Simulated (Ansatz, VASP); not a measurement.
## Zr in VASP and in Ansatz

INCAR

```
SYSTEM = Zr
  PREC = Accurate
  ENCUT = 520
  EDIFF = 1E-6
  ISMEAR = -1
  SIGMA = 0.03
  LREAL = .False.
  LASPH = .True.
  NELM = 60
  ALGO = Normal
  ISIF = 2
  LWAVE = .False.
  LCHARG = .False.
  NBANDS = 19
```

KPOINTS

```
regular mesh
0
Gamma
  13 13 7
  0 0 0
```

File POSCAR:

```
Zr
1.0
    3.2319982225      0.0000000000      0.0000000000
   -1.6159991112      2.7989925656      0.0000000000
    0.0000000000      0.0000000000      5.1984700000
Zr
2
Direct
    0.3333333333      0.6666666667      0.2500000000
    0.6666666667      0.3333333333      0.7500000000
```

Input for Ansatz:

```yaml
crystal:
  lattice:
    - [3.2319982225, 0.0, 0.0]
    - [-1.6159991112, 2.7989925656, 0.0]
    - [0.0, 0.0, 5.19847]
  atoms:
    - { symbol: Zr, position: [0.3333333333, 0.6666666667, 0.25] }
    - { symbol: Zr, position: [0.6666666667, 0.3333333333, 0.75] }
kpoints:
  mp_grid: { grid: [13, 13, 7] }
  band_path:
    path:
      - [0.0, 0.0, 0.0]
      - [0.5, 0.0, 0.0]
      - [0.3333333333, 0.3333333333, 0.0]
      - [0.0, 0.0, 0.0]
      - [0.0, 0.0, 0.5]
      - [0.5, 0.0, 0.5]
      - [0.3333333333, 0.3333333333, 0.5]
      - [0.0, 0.0, 0.5]
      - [0.5, 0.0, 0.5]
    npoints: 5
scf:
  occupations: { method: fermi_dirac, width: 0.03 }
hamiltonian:
  xc: lda
  pseudopotentials: { kind: all_electron, lapw: { basis_error: 0.00025 } }
output:
  forces: true
  stress: true
  eigenvalues: true
```

Change from the starting cell: zz strain of +1 %.

Alike in both runs: task single point; functional LDA; k mesh 13 × 13 × 7; occupations fermi-dirac, width 0.03 eV; no spin polarisation.

|  | VASP | Ansatz |
| --- | --- | --- |
| version | VASP 6.6.1 | Ansatz 0.2.0 |
| potentials or method | VASP PAW LDA potentials, release 64 (Zr_sv), cutoff 520 eV | all-electron LAPW, scalar-relativistic |

|  | VASP | Ansatz | Ansatz less VASP |
| --- | --- | --- | --- |
| pressure (GPa) | -6.9 | -6.9 | -0.06 |

LDA's correlation is that of Perdew and Zunger in VASP and of Perdew and Wang (1992) in Ansatz. Ansatz ran all-electron here, and VASP with PAW potentials.
